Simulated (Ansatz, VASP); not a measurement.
## One calculation of AsSe3, two programs

```xyz
4
Lattice="4.3382 0.0000 0.0000 0.0000 4.3382 0.0000 0.0000 0.0000 4.3382" Properties=species:S:1:pos:R:3 pbc="T T T"
As    0.0000    0.0000    0.0000
Se    0.0000    2.1691    2.1691
Se    2.1691    0.0000    2.1691
Se    2.1691    2.1691    0.0000
```

Change from the starting cell: species swapped into the MnBe3 type (Pm-3m, No. 221).

Alike in both runs: functional PBE; k mesh 4 × 4 × 4; occupations gaussian, width 0.1 eV; no spin polarisation.

Ansatz relaxed the structure, and its values are those at the end. VASP's run is a single point on that final structure, the one shown.

```csv
,VASP,Ansatz
version,VASP 6.6.1,Ansatz 0.2.0
potentials or method,"VASP PAW PBE potentials, release 64 (As, Se), cutoff 520 eV","scalar-relativistic, plane waves, PAW"
valence electrons in the cell,23,63
```

|  | VASP | Ansatz | Ansatz less VASP |
| --- | --- | --- | --- |
| gap on the k mesh at the Fermi level (eV) | none | none | - |
| pressure (GPa) | -0.4 | -0.3 | +0.01 |

A gap of «none» marks a metal or a gap that the smearing closes. With one functional, cell and mesh, what is left measures potentials, basis and numerics. VASP's potentials hold 23 valence electrons a cell and Ansatz's 63, so a difference there can come from the potentials and not from the codes.

The k mesh is coarse, so the values compare programs but aren't converged.
